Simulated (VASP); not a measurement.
A run of VASP 6.6.1 is set up as follows.

The input INCAR:

```
ALGO = Normal
EDIFF = 1E-7
ENCUT = 520
GGA = PE
ISIF = 2
ISMEAR = 0
ISPIN = 2
LASPH = True
LCHARG = False
LDAU = True
LDAUJ = 0 0
LDAUL = 2 -1
LDAUPRINT = 1
LDAUTYPE = 2
LDAUU = 3 0
LMAXMIX = 4
LORBIT = 11
LREAL = False
LWAVE = False
MAGMOM = 5 0
NBANDS = 20
NELM = 150
PREC = Accurate
SIGMA = 0.05
```

Contents of KPOINTS:

```
k-points
0
Gamma
  7 7 7
```

POSCAR

```
MnO
1.0
    0.0000000000      2.4365134300      2.4365134300
    2.4365134300      0.0000000000      2.4365134300
    2.4365134300      2.4365134300      0.0000000000
Mn O
1 1
Direct
    0.0000000000      0.0000000000      0.0000000000
    0.2500000000      0.2500000000      0.2500000000
```

Potentials or basis: VASP PAW PBE potentials, release 64 (Mn_pv, O).

Run with:

```console
$ cat potpaw_PBE.64/Mn_pv/POTCAR potpaw_PBE.64/O/POTCAR > POTCAR
$ mpirun -np 1 vasp_std > vasp.out
```

(1) Estimate the band gap on the k mesh.

(2) Estimate the site moments.

(3) Estimate the net moment.

(4) What does it give for the pressure?

Results:

(1) zero (filled and empty bands touch).

(2) Mn +4.57; O +0.11 μB.

(3) 5.00 μB per cell.

(4) -1.7 GPa.

Caveat: a cell with one magnetic atom can't hold antiferromagnetic order, which such compounds often take.
